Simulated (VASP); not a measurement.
A run of VASP 6.6.1:

The input INCAR:

```
SYSTEM = TiO2
PREC = Accurate
ENCUT = 520
EDIFF = 1E-6
ISMEAR = 0
SIGMA = 0.05
LREAL = .False.
LASPH = .True.
NELM = 120
ALGO = Normal
ISIF = 2
LWAVE = .False.
LCHARG = .True.
LDIPOL = .True.
IDIPOL = 3
DIPOL = 0.5 0.5 0.500
GGA = PS
LELF = .True.
LVHAR = .True.
LVACPOTAV = .True.
NBANDS = 87
GGA_COMPAT = .False.
NELMDL = -8
```

Contents of KPOINTS:

```
regular mesh
0
Gamma
  9 6 1
  0 0 0
```

File POSCAR:

```
TiO2
1.0
    2.9389939992      0.0000000000      0.0000000000
    0.0000000000      4.5912476233      0.0000000000
    0.0000000000      0.0000000000     28.2738593696
O Ti
12 6
Direct
    0.5000000000      0.1421766196      0.2629959122
    0.5000000000      0.7757080988      0.3255773792
    0.0000000000      0.2963064161      0.3464117396
    0.0000000000      0.6997578857      0.4086484810
    0.5000000000      0.1974123027      0.4277238880
    0.5000000000      0.8041764747      0.4907611971
    0.0000000000      0.3041764770      0.5092388036
    0.0000000000      0.6974123088      0.5722761113
    0.5000000000      0.1997578904      0.5913515181
    0.5000000000      0.7963064275      0.6535882589
    0.0000000000      0.2757080986      0.6744226195
    0.0000000000      0.6421766293      0.7370040893
    0.0000000000      0.0355471050      0.2976977920
    0.5000000000      0.5260494334      0.3768163158
    0.0000000000      0.0228656378      0.4598463141
    0.5000000000      0.5228656417      0.5401536870
    0.0000000000      0.0260494401      0.6231836836
    0.5000000000      0.5355471126      0.7023022096
```

Potentials or basis: VASP PAW PBE potentials, release 64 (O, Ti_sv).

The run is started by

```console
$ cat potpaw_PBE.64/O/POTCAR potpaw_PBE.64/Ti_sv/POTCAR > POTCAR
$ mpirun -np 1 vasp_std > vasp.out
```

Hardware: 1 thread of Intel(R) Xeon(R) Platinum 8259CL CPU @ 2.50GHz (Skylake/Cascade Lake) (shared host).

Question: Estimate the wall time of this run.

Answer: Run time: 30 min on 1 thread of Intel(R) Xeon(R) Platinum 8259CL CPU @ 2.50GHz (Skylake/Cascade Lake) (shared host), peak memory 0.69 GiB. Counts: scf iterations 31, k points 20.
